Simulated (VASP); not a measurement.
# Ni (Fm-3m) in VASP: further runs

Ni is run at these levels: LDA; tasks: single point.

Program: VASP 6.6.1. These are calculated values, not measurements. Logs are shortened: lines on timing, memory, paths and dates and some standing lists are left out, and cuts for length are marked.

## 1. The cell of the first run

Symmetry: Fm-3m, No. 225, cubic system. The conventional cell has a = 3.556 Å, b = 3.556 Å, c = 3.556 Å, α = 90.00°, β = 90.00°, γ = 90.00°. Ni (site symmetry m-3m) has 12 Ni at 2.51 Å within 3.3 Å.

## 2. Single point, LDA, collinear spin, ferromagnetic start (11.24 Å³/atom)

Contents of INCAR:

```
ALGO = Normal
EDIFF = 1E-6
ENCUT = 520
ISIF = 2
ISMEAR = 0
ISPIN = 2
LASPH = True
LCHARG = False
LMAXMIX = 4
LORBIT = 11
LREAL = False
LWAVE = False
MAGMOM = 0.375
NBANDS = 15
NELM = 150
NUPDOWN = 0.375
PREC = Accurate
SIGMA = 0.15
```

Contents of KPOINTS:

```
k-points
0
Gamma
  24 24 24
```

Contents of POSCAR:

```
Ni
1.0
    0.0000000000      1.7779195489      1.7779195489
    1.7779195489      0.0000000000      1.7779195489
    1.7779195489      1.7779195489      0.0000000000
Ni
1
Direct
    0.0000000000      0.0000000000      0.0000000000
```

Potentials or basis: VASP PAW LDA potentials, release 64 (Ni).

The run is started by

```console
$ cat potpaw_LDA.64/Ni/POTCAR > POTCAR
$ mpirun -np 1 vasp_std > vasp.out
```

OUTCAR:

```text
EDIFF = 1E-6
   ENCUT = 520
   ISIF = 2
   ISMEAR = 0
   ISPIN = 2
   LASPH = True
   LORBIT = 11
   LREAL = False
   NELM = 150
   NUPDOWN = 0.375
   PREC = Accurate

 ion  position               nearest neighbor table
   1  0.000  0.000  0.000-

  LATTYP: Found a face centered cubic cell.
 ALAT       =     3.5558390978

  Lattice vectors:

 A1 = (   0.0000000000,   1.7779195489,   1.7779195489)
 A2 = (   1.7779195489,   0.0000000000,   1.7779195489)
 A3 = (   1.7779195489,   1.7779195489,   0.0000000000)

Analysis of symmetry for initial positions (statically):
=====================================================================
 Subroutine PRICEL returns:
 Original cell was already a primitive cell.

 Routine SETGRP: Setting up the symmetry group for a
 face centered cubic supercell.

 Subroutine GETGRP returns: Found 48 space group operations
 (whereof 48 operations were pure point group operations)
 out of a pool of 48 trial point group operations.

The static configuration has the point symmetry O_h .

Analysis of symmetry for dynamics (positions and initial velocities):
=====================================================================
 Subroutine PRICEL returns:
 Original cell was already a primitive cell.

 Routine SETGRP: Setting up the symmetry group for a
 face centered cubic supercell.

 Subroutine GETGRP returns: Found 48 space group operations
 (whereof 48 operations were pure point group operations)
 out of a pool of 48 trial point group operations.

The dynamic configuration has the point symmetry O_h .

Analysis of structural, dynamic, and magnetic symmetry:
=====================================================================
 Subroutine PRICEL returns:
 Original cell was already a primitive cell.

 Routine SETGRP: Setting up the symmetry group for a
 face centered cubic supercell.

 Subroutine GETGRP returns: Found 48 space group operations
 (whereof 48 operations were pure point group operations)
 out of a pool of 48 trial point group operations.

The overall configuration has the point symmetry O_h .

 Subroutine INISYM returns: Found 48 space group operations
 (whereof 48 operations are pure point group operations),
 and found     1 'primitive' translations

----------------------------------------------------------------------------------------

                                     Primitive cell

  volume of cell :      11.2400

  direct lattice vectors                    reciprocal lattice vectors
     0.000000000  1.777919549  1.777919549    -0.281227573  0.281227573  0.281227573
     1.777919549  0.000000000  1.777919549     0.281227573 -0.281227573  0.281227573
     1.777919549  1.777919549  0.000000000     0.281227573  0.281227573 -0.281227573

  length of vectors
     2.514357939  2.514357939  2.514357939     0.487100445  0.487100445  0.487100445

  position of ions in fractional coordinates (direct lattice)
     0.000000000  0.000000000  0.000000000

  ion indices of the primitive-cell ions
   primitive index   ion index
                 1           1

----------------------------------------------------------------------------------------

 KPOINTS: k-points

Automatic generation of k-mesh.
 Grid dimensions read from file:
 generate k-points for:   24   24   24

 Generating k-lattice:

  Cartesian coordinates                     Fractional coordinates (reciprocal lattice)
    -0.011717816  0.011717816  0.011717816     0.041666667  0.000000000  0.000000000
     0.011717816 -0.011717816  0.011717816     0.000000000  0.041666667  0.000000000
     0.011717816  0.011717816 -0.011717816     0.000000000  0.000000000  0.041666667

  Length of vectors
     0.020295852  0.020295852  0.020295852

  Shift w.r.t. Gamma in fractional coordinates (k-lattice)
     0.000000000  0.000000000  0.000000000

 Subroutine IBZKPT returns following result:
 ===========================================

 Found    413 irreducible k-points:

 Following reciprocal coordinates:
            Coordinates               Weight
  0.000000  0.000000  0.000000      1.000000
  0.041667  0.000000  0.000000      8.000000
  0.083333  0.000000  0.000000      8.000000
  0.125000  0.000000  0.000000      8.000000
  0.166667  0.000000  0.000000      8.000000
  0.208333  0.000000  0.000000      8.000000
[... 16 lines left out ...]
  0.416667  0.041667  0.000000     24.000000
  0.458333  0.041667  0.000000     24.000000
 [... further k-points ...]
   k-points           NKPTS =    413   k-points in BZ     NKDIM =    413   number of bands    NBANDS=     15
   number of dos      NEDOS =    301   number of ions     NIONS =      1
   total plane-waves  NPLWV =   8000
   dimension x,y,z NGX =    20 NGY =   20 NGZ =   20
   dimension x,y,z NGXF=    40 NGYF=   40 NGZF=   40
   ions per type =               1
   NGX,Y,Z   is equivalent  to a cutoff of  13.22, 13.22, 13.22 a.u.
   NGXF,Y,Z  is equivalent  to a cutoff of  26.45, 26.45, 26.45 a.u.
 SYSTEM =  unknown system
   PREC   = accura    normal or accurate (medium, high low for compatibility)
   ISTART =      0    job   : 0-new  1-cont  2-samecut
   ICHARG =      2    charge: 1-file 2-atom 10-const
   ISPIN  =      2    spin polarized calculation?
   LNONCOLLINEAR =      F non collinear calculations
   LSORBIT =      F    spin-orbit coupling
   LASPH  =      T    aspherical Exc in radial PAW
   ENCUT  =  520.0 eV  38.22 Ry    6.18 a.u.   4.68  4.68  4.68*2*pi/ulx,y,z
   NELM   =    150;   NELMIN=  2; NELMDL= -5     # of ELM steps
   EDIFF  = 0.1E-05   stopping-criterion for ELM
   LREAL  =      F    real-space projection
   EDIFFG = 0.1E-04   stopping-criterion for IOM
   NSW    =      0    number of steps for IOM
   IBRION =     -1    ionic relax: 0-MD 1-quasi-New 2-CG
   NFREE  =      0    steps in history (QN), initial steepest desc. (CG)
   ISIF   =      2    stress and relaxation
   ISYM   =      2    0-nonsym 1-usesym 2-fastsym
   POTIM  = 0.5000    time-step for ionic-motion
   TEBEG  =    0.0;   TEEND  =   0.0 temperature during run
   PSTRESS=    0.0 pullay stress
   NELECT =      10.0000    total number of electrons
   NUPDOWN=       0.3750    fix difference up-down
   EMIN   =  10.00;   EMAX   =-10.00  energy-range for DOS
   EFERMI =   0.00;   METHOD = LEGACY
   ISMEAR =     0;   SIGMA  =   0.15  broadening in eV -4-tet -1-fermi 0-gaus
   EFERMI_NEDOS =   21; number of points for ismear=-14 and -15
   IALGO  =     38    algorithm
   IMIX   =      4    mixing-type and parameters
     AMIX     =   0.40;   BMIX     =  1.00
     AMIX_MAG =   1.60;   BMIX_MAG =  1.00
  volume/ion in A,a.u.               =      11.24        75.85
  Fermi-wavevector in a.u.,A,eV,Ry     =   1.574536  2.975443 33.731089  2.479165
  Thomas-Fermi vector in A             =   2.675656
   LORBIT       =     11    0 simple, 1 ext, 2 COOP (PROOUT), +10 PAW based schemes
   GGA     = CA    functional components
   LHFCALC =     F    Hartree Fock is set to
   AEXX    =    0.0000 exact exchange contribution
   IVDW    =     0    specifies the selected vdW correction
   LEPSILON=     F    determine dielectric tensor
   LRPA    =     F    only Hartree local field effects (RPA)
 spin polarized calculation
 Gauss-broadening in eV      SIGMA  =   0.15
  energy-cutoff  :      520.00
  volume of cell :       11.24
 maximum number of plane-waves:       315
   NGX =  9   NGY =  9   NGZ =  9

 number of electron      10.0000006 magnetization       0.3750000

 Free energy of the ion-electron system (eV)
  ---------------------------------------------------
  ext. energy  EPLUGINS =         0.00000000
  ---------------------------------------------------
  free energy    TOTEN  =        -6.48104686 eV

  energy without entropy =       -6.44914774  energy(sigma->0) =       -6.46509730

 E-fermi :   8.5229     XC(G=0): -13.4188

 val. band max:        8.5211502372   @ k =  -0.4167   0.2917   0.1250
 cond. band min:       8.3428306715   @ k =   0.5000   0.5000   0.0000
 fundamental gap:     -0.1783195657
 Fermi energy:         8.3427725672

 spin component 1

 k-point     1 :       0.0000    0.0000    0.0000
  band No.  band energies     occupation
      1      -0.1784      1.00000
      2       6.4332      1.00000
      3       6.4332      1.00000
      4       6.4332      1.00000
      5       7.5272      1.00000
      6       7.5272      1.00000
      7      32.0805      0.00000
      8      35.5864      0.00000
      9      35.5864      0.00000
     10      35.5864      0.00000
     11      38.4773      0.00000
     12      38.4773      0.00000
     13      38.4773      0.00000
     14      41.6972      0.00000
     15      47.3557      0.00000
[... 397 lines left out ...]
 k-point    24 :       0.4583    0.0417    0.0000
  band No.  band energies     occupation
      1       4.0213      1.00000
      2       6.4135      1.00000
      3       6.4708      1.00000
      4       7.5233      1.00000
      5       8.1798      0.93783
      6       8.5591      0.02068
      7      14.9021      0.00000
      8      30.3991      0.00000
      9      31.7494      0.00000
     10      32.4097      0.00000
     11      36.2451      0.00000
     12      36.6884      0.00000
     13      41.8614      0.00000
     14      51.2803      0.00000
     15      53.6296      0.00000

 [... further k-points ...]

 spin component 2

 k-point     1 :       0.0000    0.0000    0.0000
  band No.  band energies     occupation
      1      -0.1635      1.00000
      2       6.8233      1.00000
      3       6.8233      1.00000
      4       6.8233      1.00000
      5       7.8804      1.00000
      6       7.8804      1.00000
      7      32.0559      0.00000
      8      35.6084      0.00000
      9      35.6084      0.00000
     10      35.6084      0.00000
     11      38.5698      0.00000
     12      38.5698      0.00000
     13      38.5698      0.00000
     14      41.6687      0.00000
     15      47.4505      0.00000
[... 397 lines left out ...]
 k-point    24 :       0.4583    0.0417    0.0000
  band No.  band energies     occupation
      1       4.2415      1.00000
      2       6.7579      1.00000
      3       6.8210      1.00000
      4       7.7023      1.00000
      5       8.5889      0.26706
      6       8.8443      0.00123
      7      15.1048      0.00000
      8      30.3815      0.00000
      9      31.8158      0.00000
     10      32.4752      0.00000
     11      36.3031      0.00000
     12      36.7513      0.00000
     13      41.9555      0.00000
     14      51.3666      0.00000
     15      53.6878      0.00000

 [... further k-points ...]
[... 5 lines left out ...]
  --------------------------------------------------------------------------------------
  -------------------------------------------------------------------------------------
  Total       -1.5608030     -1.5608030     -1.5608030     -0.0000000     -0.0000000     -0.0000000
  in kB     -222.4807137   -222.4807137   -222.4807137     -0.0000000     -0.0000000     -0.0000000
  external PRESSURE =    -222.4807137 kB  Pullay stress =       0.0000000 kB

 VOLUME and BASIS-vectors are now :
 -----------------------------------------------------------------------------
  energy-cutoff  :      520.00
  volume of cell :       11.24
      direct lattice vectors                 reciprocal lattice vectors
     0.000000000  1.777919549  1.777919549    -0.281227573  0.281227573  0.281227573
     1.777919549  0.000000000  1.777919549     0.281227573 -0.281227573  0.281227573
     1.777919549  1.777919549  0.000000000     0.281227573  0.281227573 -0.281227573

 POSITION                                       TOTAL-FORCE (eV/Angst)
 -----------------------------------------------------------------------------------
      0.00000      0.00000      0.00000        -0.000000     -0.000000     -0.000000
 -----------------------------------------------------------------------------------
    total drift:                                0.000000      0.000000      0.000000

  FREE ENERGIE OF THE ION-ELECTRON SYSTEM (eV)
  ---------------------------------------------------
  free  energy   TOTEN  =        -6.4810468606 eV

  energy  without entropy=       -6.4491477428  energy(sigma->0) =       -6.46509730

 total charge

# of ion       s       p       d       tot
------------------------------------------
    1        0.483   0.464   8.319   9.267

 magnetization (x)

# of ion       s       p       d       tot
------------------------------------------
    1       -0.005  -0.015   0.401   0.382
```

It took 58 s on 1 thread of Intel Xeon 6975P-C (Granite Rapids), shared host; peak memory 0.21 GiB.

What came out:

```
Free energy                                           : -6.4810 eV
Pressure                                              : -22.2 GPa
Net moment                                            : 0.38 μB per cell
Site moments                                          : Ni +0.38 μB
Valence electrons inside the program's atomic spheres : Ni 9.27
```

Caveat: the cell stands under tension; the total moment is fixed, so each spin has its own Fermi level.

## 3. Single point, LDA, collinear spin, ferromagnetic start (11.24 Å³/atom)

Contents of INCAR:

```
SYSTEM = Ni
ALGO = Normal
EDIFF = 1E-6
ENCUT = 520
ISIF = 2
ISMEAR = 0
ISPIN = 2
LASPH = .TRUE.
LCHARG = .TRUE.
LELF = .TRUE.
LMAXMIX = 4
LORBIT = 11
LREAL = .FALSE.
LVHAR = .TRUE.
LWAVE = .FALSE.
MAGMOM = 0.625
NBANDS = 15
NELM = 150
NUPDOWN = 0.625
PREC = Accurate
SIGMA = 0.15
```

Contents of KPOINTS:

```
k-points
0
G
  24 24 24
  0 0 0
```

POSCAR is that of step 2.

Potentials or basis: VASP PAW LDA potentials, release 64 (Ni).

The run is started by

```console
$ cat potpaw_LDA.64/Ni/POTCAR > POTCAR
$ mpirun -np 1 vasp_std > vasp.out
```

OUTCAR:

```text
SYSTEM = Ni
   EDIFF = 1E-6
   ENCUT = 520
   ISIF = 2
   ISMEAR = 0
   ISPIN = 2
   LASPH = .TRUE.
   LORBIT = 11
   LREAL = .FALSE.
   NELM = 150
   NUPDOWN = 0.625
   PREC = Accurate

 ion  position               nearest neighbor table
   1  0.000  0.000  0.000-

  LATTYP: Found a face centered cubic cell.
 ALAT       =     3.5558390978

  Lattice vectors:

 A1 = (   0.0000000000,   1.7779195489,   1.7779195489)
 A2 = (   1.7779195489,   0.0000000000,   1.7779195489)
 A3 = (   1.7779195489,   1.7779195489,   0.0000000000)

Analysis of symmetry for initial positions (statically):
=====================================================================
 Subroutine PRICEL returns:
 Original cell was already a primitive cell.

 Routine SETGRP: Setting up the symmetry group for a
 face centered cubic supercell.

 Subroutine GETGRP returns: Found 48 space group operations
 (whereof 48 operations were pure point group operations)
 out of a pool of 48 trial point group operations.
[... 621 lines left out ...]
  band No.  band energies     occupation
      1      -0.1493      1.00000
      2       6.9252      1.00000
      3       6.9252      1.00000
      4       6.9252      1.00000
      5       7.9763      1.00000
      6       7.9763      1.00000
      7      32.0597      0.00000
      8      35.6253      0.00000
      9      35.6253      0.00000
     10      35.6253      0.00000
     11      38.6021      0.00000
     12      38.6021      0.00000
     13      38.6021      0.00000
     14      41.6742      0.00000
[... 403 lines left out ...]
      4       7.7489      1.00000
      5       8.6968      0.10225
      6       8.9299      0.00026
      7      15.1643      0.00000
      8      30.3886      0.00000
      9      31.8421      0.00000
     10      32.5010      0.00000
     11      36.3283      0.00000
     12      36.7774      0.00000
     13      41.9874      0.00000
     14      51.3966      0.00000
     15      53.7129      0.00000

 [... further k-points ...]
[... 5 lines left out ...]
  --------------------------------------------------------------------------------------
  -------------------------------------------------------------------------------------
  Total       -1.5119089     -1.5119089     -1.5119089     -0.0000000     -0.0000000      0.0000000
  in kB     -215.5112240   -215.5112240   -215.5112240     -0.0000000     -0.0000000      0.0000000
  external PRESSURE =    -215.5112240 kB  Pullay stress =       0.0000000 kB

 VOLUME and BASIS-vectors are now :
 -----------------------------------------------------------------------------
  energy-cutoff  :      520.00
  volume of cell :       11.24
      direct lattice vectors                 reciprocal lattice vectors
     0.000000000  1.777919549  1.777919549    -0.281227573  0.281227573  0.281227573
     1.777919549  0.000000000  1.777919549     0.281227573 -0.281227573  0.281227573
     1.777919549  1.777919549  0.000000000     0.281227573  0.281227573 -0.281227573

 POSITION                                       TOTAL-FORCE (eV/Angst)
 -----------------------------------------------------------------------------------
      0.00000      0.00000      0.00000         0.000000      0.000000      0.000000
 -----------------------------------------------------------------------------------
    total drift:                                0.000000      0.000000      0.000000

  FREE ENERGIE OF THE ION-ELECTRON SYSTEM (eV)
  ---------------------------------------------------
  free  energy   TOTEN  =        -6.4966692352 eV

  energy  without entropy=       -6.4747065542  energy(sigma->0) =       -6.48568789

 total charge

# of ion       s       p       d       tot
------------------------------------------
    1        0.486   0.468   8.310   9.265

 magnetization (x)

# of ion       s       p       d       tot
------------------------------------------
    1       -0.004  -0.017   0.654   0.632
```

OSZICAR:

```text
N       E                     dE             d eps       ncg     rms          rms(c)
DAV:   1     0.319976473553E+02    0.31998E+02   -0.42453E+03 26291   0.856E+02
DAV:   2    -0.615615309635E+01   -0.38154E+02   -0.35425E+02 28350   0.161E+02
DAV:   3    -0.760392961999E+01   -0.14478E+01   -0.14354E+01 30205   0.309E+01
DAV:   4    -0.761338830319E+01   -0.94587E-02   -0.94570E-02 30429   0.237E+00
DAV:   5    -0.761351851933E+01   -0.13022E-03   -0.13021E-03 30820   0.252E-01    0.988E+00
DAV:   6    -0.693376045711E+01    0.67976E+00   -0.15874E+01 35826   0.434E+01    0.644E+00
DAV:   7    -0.651491079810E+01    0.41885E+00   -0.28855E+00 33430   0.170E+01    0.171E+00
DAV:   8    -0.650036168990E+01    0.14549E-01   -0.21421E-02 29689   0.871E-01    0.886E-01
DAV:   9    -0.649748731651E+01    0.28744E-02   -0.17716E-03 41574   0.232E-01    0.248E-01
DAV:  10    -0.649666495246E+01    0.82236E-03   -0.11419E-03 43206   0.175E-01    0.473E-02
DAV:  11    -0.649666948603E+01   -0.45336E-05   -0.80356E-06 27609   0.294E-02    0.197E-02
DAV:  12    -0.649666923524E+01    0.25079E-06   -0.40884E-06 26693   0.104E-02
   1 F= -.64966692E+01 E0= -.64856879E+01  d E =-.219627E-01  mag=     0.6250
```

Wall time 63 s (1 thread of Intel Xeon 6975P-C (Granite Rapids), shared host); peak memory 0.21 GiB.

What came out:

```yaml
Free_energy: -6.4967 eV
Pressure: -21.6 GPa
Net_moment: 0.63 μB per cell
Site_moments: Ni +0.63 μB
Valence_electrons_inside_the_program's_atomic_spheres: Ni 9.27
```

Caveat: the cell stands under tension; the total moment is fixed, so each spin has its own Fermi level.

(Continued in part 2 of 2.)
